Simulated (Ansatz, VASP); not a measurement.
## TiAl: VASP beside Ansatz

```
Ti Al
1.0
     3.15580    0.00000    0.00000
     0.00000    3.15580    0.00000
     0.00000    0.00000    3.15580
Ti Al
1 1
Direct
  0.00000 0.00000 0.00000
  0.50000 0.50000 0.50000
```

Alike in both runs: task single point; functional PBEsol; k mesh 20 × 20 × 20; occupations gaussian, width 0.1 eV; no spin polarisation.

```csv
,VASP,Ansatz
version,VASP 6.6.1,Ansatz 0.2.0
potentials or method,"VASP PAW PBE potentials, release 64 (Ti_sv, Al), cutoff 520 eV","scalar-relativistic, plane waves, PAW"
valence electrons in the cell,15,15
```

Ansatz gave:

```
gap on the k mesh at the Fermi level (eV) : none
pressure (GPa)                            : 0.0
```

Problem. What did VASP give for the same quantities?

Solution. gap on the k mesh at the Fermi level (eV): none; pressure (GPa): 0.1.

VASP's potentials were made for PBE, not for PBEsol, and Ansatz warns of the same on its side. A gap of «none» marks a metal or a gap that the smearing closes.
